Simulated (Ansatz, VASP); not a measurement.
## CdS: VASP beside Ansatz

Contents of INCAR:

```
SYSTEM = CdS
  PREC = Accurate
  ENCUT = 520
  EDIFF = 1E-8
  ISMEAR = -1
  SIGMA = 0.01
  LREAL = .FALSE.
  LASPH = .TRUE.
  NELM = 100
  ALGO = Normal
  ISIF = 2
  LWAVE = .FALSE.
  LCHARG = .FALSE.
  GGA = PS
  LEFG = .TRUE.
  NBANDS = 26
```

File KPOINTS:

```
Automatic mesh
0
G
  7 7 4
  0 0 0
```

File POSCAR:

```
CdS
1.0
    4.1209703402      0.0000000000      0.0000000000
   -2.0604851701      3.5688650029      0.0000000000
    0.0000000000      0.0000000000      6.7264279250
Cd S
2 2
Direct
    0.3333333333      0.6666666667      0.0000000000
    0.6666666667      0.3333333333      0.5000000000
    0.3333333333      0.6666666667      0.3850000000
    0.6666666667      0.3333333333      0.8850000000
```

Input for Ansatz:

```yaml
crystal:
  lattice:
    - [4.1209703402, 0.0, 0.0]
    - [-2.0604851701, 3.5688650029, 0.0]
    - [0.0, 0.0, 6.726427925]
  atoms:
    - { symbol: Cd, position: [0.3333333333, 0.6666666667, 0.0] }
    - { symbol: Cd, position: [0.6666666667, 0.3333333333, 0.5] }
    - { symbol: S, position: [0.3333333333, 0.6666666667, 0.385] }
    - { symbol: S, position: [0.6666666667, 0.3333333333, 0.885] }
kpoints:
  mp_grid: { grid: [7, 7, 4] }
scf:
  occupations: { method: fermi_dirac, width: 0.01 }
hamiltonian:
  xc: pbesol
  pseudopotentials: { kind: paw }
output:
  forces: true
  stress: true
  eigenvalues: true
  efg: { contact_densities: true }
  write_density: true
  write_potential: true
  elf: true
  volumetric_format: npy
```

Change from the starting cell: volume scaled by 0.99, PAW files.

Alike in both runs: task electric field gradients; functional PBEsol; k mesh 7 × 7 × 4; occupations fermi-dirac, width 0.01 eV; no spin polarisation.

```csv
,VASP,Ansatz
version,VASP 6.6.1,Ansatz 0.2.0
potentials or method,"VASP PAW PBE potentials, release 64 (Cd, S)","PAW with Ansatz's default frozen-core files, scalar-relativistic"
plane-wave cutoff (eV),520,420
valence electrons in the cell,36,52
```

|  | VASP | Ansatz | Ansatz less VASP |
| --- | --- | --- | --- |
| gap on the k mesh at the Fermi level (eV) | 1.11 | 1.11 | -0.005 |
| pressure (GPa) | 0.5 | 0.0 | -0.41 |
| traceless stress, the component that is largest in VASP (GPa) | -1.51 | -1.45 | +0.059 |
| rms of the force components (eV/Å) | 0.153 | 0.148 | -0.0052 |
| size of Vzz on the site where it differs most (V/Å²) | 35.7 | 31.8 | -3.96 |

VASP's potentials were made for PBE, not for PBEsol. Atom by atom the forces differ by 0.005 eV/Å (rms over components). VASP's potentials hold 36 valence electrons a cell and Ansatz's 52, so a difference there can come from the potentials and not from the codes.
